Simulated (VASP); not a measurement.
# BN (P-4m2) in VASP: single point with PBE

Aim: the single point of BN with PBE.

All numbers are computed with VASP 6.6.1; they aren't measurements. Logs are shortened: lines on timing, memory, paths and dates and some standing lists are left out, and cuts for length are marked.

### Step 1. The cell of the first run

The structure is tetragonal, space group P-4m2 (No. 115). The conventional cell has a = 2.564 Å, b = 2.564 Å, c = 3.626 Å, α = 90.00°, β = 90.00°, γ = 90.00°. B (site symmetry 2mm) has 4 N at 1.54 to 1.61 Å within 2.0 Å. Within 2.1 Å of N (site symmetry -4m2) lie 4 B at 1.61 Å. N (site symmetry -4m2) has 4 B at 1.54 Å within 2.0 Å.

### Step 2. Single point, PBE (mode 12 (1137.6 1/cm) frozen in, largest displacement -0.060 Å)

INCAR reads:

```
SYSTEM = BN
PREC     = Accurate       ! precision mode
ENCUT    = 520            ! plane-wave cutoff, eV
EDIFF    = 1E-6           ! SCF threshold, eV
ISMEAR   = 0              ! smearing method
SIGMA    = 0.05           ! smearing width, eV
LREAL    = .FALSE.        ! projectors in reciprocal space
LASPH    = .TRUE.         ! aspherical terms in the spheres
NELM     = 80             ! most SCF steps
ALGO     = Normal         ! electronic algorithm
ISIF     = 2              ! what is computed and relaxed
LWAVE    = .FALSE.        ! write WAVECAR
LCHARG   = .FALSE.        ! write CHGCAR
GGA      = PE             ! functional
NBANDS   = 16             ! bands
```

KPOINTS reads:

```
Automatic mesh
0
G
  10 10 6
  0 0 0
```

POSCAR reads:

```
BN
1.0
    0.0000000000     -1.8130010000     -1.8130010000
    0.0000000000      1.8130010000     -1.8130010000
    3.6260020000      0.0000000000      0.0000000000
B N
2 2
Direct
    0.5000000000      0.5000000000      0.5165471503
    0.0000000000      0.0000000000     -0.0165471503
    0.0000000000      0.5000000000      0.2500000000
    0.5000000000      0.0000000000      0.7500000000
```

Potentials or basis: VASP PAW PBE potentials, release 64 (B, N).

On the command line:

```bash
cat potpaw_PBE.64/B/POTCAR potpaw_PBE.64/N/POTCAR > POTCAR
mpirun -np 1 vasp_std > vasp.out
```

OUTCAR:

```text
SYSTEM = BN
   PREC = Accurate
   ENCUT = 520
   EDIFF = 1E-6
   ISMEAR = 0
   LREAL = .FALSE.
   LASPH = .TRUE.
   NELM = 80
   ISIF = 2
   GGA = PE

 ion  position               nearest neighbor table
   1  0.500  0.500  0.517-   4 1.54   4 1.54   3 1.61   3 1.61
   2  0.000  0.000  0.983-   4 1.54   4 1.54   3 1.61   3 1.61
   3  0.000  0.500  0.250-   1 1.61   2 1.61   2 1.61   1 1.61
   4  0.500  0.000  0.750-   1 1.54   2 1.54   1 1.54   2 1.54

  LATTYP: Found a simple tetragonal cell.
 ALAT       =     2.5639706028
 C/A-ratio  =     1.4142135624

  Lattice vectors:

 A1 = (   0.0000000000,  -1.8130010000,  -1.8130010000)
 A2 = (   0.0000000000,   1.8130010000,  -1.8130010000)
 A3 = (   3.6260020000,   0.0000000000,   0.0000000000)

Analysis of symmetry for initial positions (statically):
=====================================================================
 Subroutine PRICEL returns:
 Original cell was already a primitive cell.

 Routine SETGRP: Setting up the symmetry group for a
 simple tetragonal supercell.

 Subroutine GETGRP returns: Found  8 space group operations
 (whereof  4 operations were pure point group operations)
 out of a pool of 16 trial point group operations.

The static configuration has the point symmetry C_2v.
 The point group associated with its full space group is D_2d.

Analysis of symmetry for dynamics (positions and initial velocities):
=====================================================================
 Subroutine PRICEL returns:
 Original cell was already a primitive cell.

 Routine SETGRP: Setting up the symmetry group for a
 simple tetragonal supercell.

 Subroutine GETGRP returns: Found  8 space group operations
 (whereof  4 operations were pure point group operations)
 out of a pool of 16 trial point group operations.

The dynamic configuration has the point symmetry C_2v.
 The point group associated with its full space group is D_2d.

 Subroutine INISYM returns: Found  8 space group operations
 (whereof  4 operations are pure point group operations),
 and found     1 'primitive' translations

----------------------------------------------------------------------------------------

                                     Primitive cell

  volume of cell :      23.8371

  direct lattice vectors                    reciprocal lattice vectors
     0.000000000 -1.813001000 -1.813001000     0.000000000 -0.275785838 -0.275785838
     0.000000000  1.813001000 -1.813001000     0.000000000  0.275785838 -0.275785838
     3.626002000  0.000000000  0.000000000     0.275785838  0.000000000  0.000000000

  length of vectors
     2.563970603  2.563970603  3.626002000     0.390020072  0.390020072  0.275785838

  position of ions in fractional coordinates (direct lattice)
     0.500000000  0.500000000  0.516547150
     0.000000000  0.000000000  0.983452850
     0.000000000  0.500000000  0.250000000
     0.500000000  0.000000000  0.750000000

  ion indices of the primitive-cell ions
   primitive index   ion index
                 1           1
                 2           2
                 3           3
                 4           4

----------------------------------------------------------------------------------------

 KPOINTS: Automatic mesh

Automatic generation of k-mesh.
 Grid dimensions read from file:
 generate k-points for:   10   10    6

 Generating k-lattice:

  Cartesian coordinates                     Fractional coordinates (reciprocal lattice)
     0.000000000 -0.027578584 -0.027578584     0.100000000  0.000000000  0.000000000
     0.000000000  0.027578584 -0.027578584     0.000000000  0.100000000  0.000000000
     0.045964306  0.000000000  0.000000000     0.000000000  0.000000000  0.166666667

  Length of vectors
     0.039002007  0.039002007  0.045964306

  Shift w.r.t. Gamma in fractional coordinates (k-lattice)
     0.000000000  0.000000000  0.000000000

 Subroutine IBZKPT returns following result:
 ===========================================

 Found     84 irreducible k-points:

 Following reciprocal coordinates:
            Coordinates               Weight
  0.000000  0.000000  0.000000      1.000000
  0.100000  0.000000  0.000000      4.000000
  0.200000  0.000000  0.000000      4.000000
  0.300000  0.000000  0.000000      4.000000
  0.400000  0.000000  0.000000      4.000000
  0.500000  0.000000  0.000000      2.000000
[... 16 lines left out ...]
  0.100000  0.000000  0.166667      8.000000
  0.200000  0.000000  0.166667      8.000000
 [... further k-points ...]
   k-points           NKPTS =     84   k-points in BZ     NKDIM =     84   number of bands    NBANDS=     16
   number of dos      NEDOS =    301   number of ions     NIONS =      4
   total plane-waves  NPLWV =  11200
   dimension x,y,z NGX =    20 NGY =   20 NGZ =   28
   dimension x,y,z NGXF=    40 NGYF=   40 NGZF=   56
   ions per type =               2   2
   NGX,Y,Z   is equivalent  to a cutoff of  12.97, 12.97, 12.84 a.u.
   NGXF,Y,Z  is equivalent  to a cutoff of  25.94, 25.94, 25.68 a.u.
 SYSTEM =  BN
   PREC   = accura    normal or accurate (medium, high low for compatibility)
   ISTART =      0    job   : 0-new  1-cont  2-samecut
   ICHARG =      2    charge: 1-file 2-atom 10-const
   ISPIN  =      1    spin polarized calculation?
   LNONCOLLINEAR =      F non collinear calculations
   LSORBIT =      F    spin-orbit coupling
   LASPH  =      T    aspherical Exc in radial PAW
   ENCUT  =  520.0 eV  38.22 Ry    6.18 a.u.   4.77  4.77  6.74*2*pi/ulx,y,z
   NELM   =     80;   NELMIN=  2; NELMDL= -5     # of ELM steps
   EDIFF  = 0.1E-05   stopping-criterion for ELM
   LREAL  =      F    real-space projection
   EDIFFG = 0.1E-04   stopping-criterion for IOM
   NSW    =      0    number of steps for IOM
   IBRION =     -1    ionic relax: 0-MD 1-quasi-New 2-CG
   NFREE  =      0    steps in history (QN), initial steepest desc. (CG)
   ISIF   =      2    stress and relaxation
   ISYM   =      2    0-nonsym 1-usesym 2-fastsym
   POTIM  = 0.5000    time-step for ionic-motion
   TEBEG  =    0.0;   TEEND  =   0.0 temperature during run
   PSTRESS=    0.0 pullay stress
   NELECT =      16.0000    total number of electrons
   NUPDOWN=      -1.0000    fix difference up-down
   EMIN   =  10.00;   EMAX   =-10.00  energy-range for DOS
   EFERMI =   0.00;   METHOD = LEGACY
   ISMEAR =     0;   SIGMA  =   0.05  broadening in eV -4-tet -1-fermi 0-gaus
   EFERMI_NEDOS =   21; number of points for ismear=-14 and -15
   IALGO  =     38    algorithm
   IMIX   =      4    mixing-type and parameters
     AMIX     =   0.40;   BMIX     =  1.00
     AMIX_MAG =   1.60;   BMIX_MAG =  1.00
  volume/ion in A,a.u.               =       5.96        40.22
  Fermi-wavevector in a.u.,A,eV,Ry     =   1.433387  2.708709 27.954506  2.054598
  Thomas-Fermi vector in A             =   2.552911
   LORBIT       =      0    0 simple, 1 ext, 2 COOP (PROOUT), +10 PAW based schemes
   GGA     = PE    functional components
   LHFCALC =     F    Hartree Fock is set to
   AEXX    =    0.0000 exact exchange contribution
   IVDW    =     0    specifies the selected vdW correction
   LEPSILON=     F    determine dielectric tensor
   LRPA    =     F    only Hartree local field effects (RPA)
 non-spin polarized calculation
 Gauss-broadening in eV      SIGMA  =   0.05
  energy-cutoff  :      520.00
  volume of cell :       23.84
 maximum number of plane-waves:       664
 NGX is ok and might be reduce to    20
   NGX =  9   NGY =  9   NGZ = 13

 number of electron      16.0000000 magnetization

 Free energy of the ion-electron system (eV)
  ---------------------------------------------------
  ext. energy  EPLUGINS =         0.00000000
  ---------------------------------------------------
  free energy    TOTEN  =       -34.71698701 eV

  energy without entropy =      -34.71698701  energy(sigma->0) =      -34.71698701

 E-fermi :   7.6150     XC(G=0): -12.7770

 val. band max:        7.4020443860   @ k =   0.0000   0.0000   0.0000
 cond. band min:      10.7272207842   @ k =   0.5000   0.5000   0.0000
 fundamental gap:      3.3251763982
 Fermi energy:         7.6150054574

 k-point     1 :       0.0000    0.0000    0.0000
  band No.  band energies     occupation
      1     -12.9161      2.00000
      2      -7.2477      2.00000
      3      -1.5705      2.00000
      4       2.2614      2.00000
      5       2.2614      2.00000
      6       7.3117      2.00000
[... 8 lines left out ...]
     15      25.0751      0.00000
     16      25.0751      0.00000

 k-point     2 :       0.1000    0.0000    0.0000
  band No.  band energies     occupation
      1     -12.7564      2.00000
      2      -7.1984      2.00000
      3      -1.4353      2.00000
      4       1.5555      2.00000
      5       2.3934      2.00000
      6       6.6464      2.00000
[... 8 lines left out ...]
     15      24.6874      0.00000
     16      24.8094      0.00000

 k-point     3 :       0.2000    0.0000    0.0000
  band No.  band energies     occupation
      1     -12.2835      2.00000
      2      -7.1316      2.00000
      3      -1.0396      2.00000
      4       0.1486      2.00000
      5       2.7752      2.00000
      6       4.9560      2.00000
[... 8 lines left out ...]
     15      23.6614      0.00000
     16      24.1522      0.00000

 k-point     4 :       0.3000    0.0000    0.0000
  band No.  band energies     occupation
      1     -11.5205      2.00000
      2      -7.3127      2.00000
      3      -1.0028      2.00000
      4      -0.3209      2.00000
      5       3.0607      2.00000
      6       3.3584      2.00000
[... 8 lines left out ...]
     15      22.2987      0.00000
     16      23.4310      0.00000

 k-point     5 :       0.4000    0.0000    0.0000
  band No.  band energies     occupation
      1     -10.5314      2.00000
      2      -8.0088      2.00000
      3      -1.1653      2.00000
      4       0.5303      2.00000
      5       1.3819      2.00000
      6       3.0880      2.00000
[... 8 lines left out ...]
     15      21.6172      0.00000
     16      22.6713      0.00000

 k-point     6 :       0.5000    0.0000    0.0000
  band No.  band energies     occupation
      1      -9.7284      2.00000
      2      -8.7604      2.00000
      3      -0.7852      2.00000
      4       0.2995      2.00000
      5       1.5757      2.00000
      6       1.9617      2.00000
[... 8 lines left out ...]
     15      21.5610      0.00000
     16      21.8505      0.00000
[... 267 lines left out ...]
 k-point    21 :       0.5000    0.5000    0.0000
  band No.  band energies     occupation
      1      -7.9412      2.00000
      2      -6.7259      2.00000
      3      -1.6867      2.00000
      4      -1.6867      2.00000
      5       2.0992      2.00000
      6       2.5340      2.00000
[... 8 lines left out ...]
     15      25.1339      0.00000
     16      25.5707      0.00000

 k-point    22 :       0.0000    0.0000    0.1667
  band No.  band energies     occupation
      1     -12.7023      2.00000
      2      -7.9979      2.00000
      3      -0.6461      2.00000
      4       2.4598      2.00000
      5       2.4598      2.00000
      6       6.7146      2.00000
[... 8 lines left out ...]
     15      24.4151      0.00000
     16      24.4151      0.00000

 k-point    23 :       0.1000    0.0000    0.1667
  band No.  band energies     occupation
      1     -12.5441      2.00000
      2      -7.9121      2.00000
      3      -0.6542      2.00000
      4       1.8696      2.00000
      5       2.5867      2.00000
      6       5.5827      2.00000
[... 8 lines left out ...]
     15      24.0299      0.00000
     16      24.0368      0.00000

 k-point    24 :       0.2000    0.0000    0.1667
  band No.  band energies     occupation
      1     -12.0768      2.00000
      2      -7.7140      2.00000
      3      -1.0096      2.00000
      4       1.0732      2.00000
      5       2.9519      2.00000
      6       3.7902      2.00000
[... 8 lines left out ...]
     15      23.0141      0.00000
     16      23.1524      0.00000

 [... further k-points ...]
[... 5 lines left out ...]
  --------------------------------------------------------------------------------------
  -------------------------------------------------------------------------------------
  Total       -0.1386254      0.3140235      0.3140235      0.0000000      0.0000000      0.0000000
  in kB       -9.3174970     21.1066147     21.1066147      0.0000000      0.0000000      0.0000000
  external PRESSURE =      10.9652441 kB  Pullay stress =       0.0000000 kB

 VOLUME and BASIS-vectors are now :
 -----------------------------------------------------------------------------
  energy-cutoff  :      520.00
  volume of cell :       23.84
      direct lattice vectors                 reciprocal lattice vectors
     0.000000000 -1.813001000 -1.813001000     0.000000000 -0.275785838 -0.275785838
     0.000000000  1.813001000 -1.813001000     0.000000000  0.275785838 -0.275785838
     3.626002000  0.000000000  0.000000000     0.275785838  0.000000000  0.000000000

 POSITION                                       TOTAL-FORCE (eV/Angst)
 -----------------------------------------------------------------------------------
      1.87300      0.00000     -1.81300        -3.075390      0.000000     -0.000000
      3.56600      0.00000      0.00000         3.075390     -0.000000      0.000000
      0.90650      0.90650     -0.90650        -0.000000     -0.000000     -0.000000
      2.71950     -0.90650     -0.90650         0.000000      0.000000      0.000000
 -----------------------------------------------------------------------------------
    total drift:                                0.000000      0.000000     -0.000000

  FREE ENERGIE OF THE ION-ELECTRON SYSTEM (eV)
  ---------------------------------------------------
  free  energy   TOTEN  =       -34.7169870062 eV

  energy  without entropy=      -34.7169870062  energy(sigma->0) =      -34.71698701
```

Wall time 11 s (1 thread of Intel Xeon 6975P-C (Granite Rapids), shared host); peak memory 0.14 GiB.

What came out:

```
Free energy            : -34.7170 eV
Pressure               : 1.1 GPa
Largest force          : 3.075 eV/Å
Band gap on the k mesh : 3.33 eV
```

Forces in eV/Å, atoms in the order of the input:
```
B   -3.075  0.000  0.000
B    3.075  0.000  0.000
N    0.000  0.000  0.000
N    0.000  0.000  0.000
```

Stress tensor (GPa, compression positive):
```
-0.93  0.00  0.00
 0.00  2.11  0.00
 0.00  0.00  2.11
```

Levels at points of the mesh, in eV from the valence-band top:
```csv
k point,band 6,band 7,band 8,band 9,band 10,band 11
"(0.00, 0.00, 0.00)",-0.09,0.00,0.00,4.28,8.27,8.67
"(0.50, 0.00, 0.00)",-5.44,-2.99,-1.45,9.18,9.74,11.35
"(0.50, 0.50, 0.00)",-4.87,-4.87,-4.61,3.33,5.33,9.00
"(0.00, 0.00, 0.50)",-3.94,-2.29,-2.29,6.32,6.85,11.29
"(0.50, 0.00, 0.50)",-2.07,-1.94,-1.25,9.72,9.80,9.88
"(0.50, 0.50, 0.50)",-6.63,-6.61,-6.54,8.74,10.16,12.41
```

Caveat: the cell differs from its parent crystal (mode 12 (1137.6 1/cm) frozen in, largest displacement -0.060 Å); forces of over 1 eV/Å act on the atoms, so gaps and moduli don't describe the material at rest. A k mesh can miss the band edges.
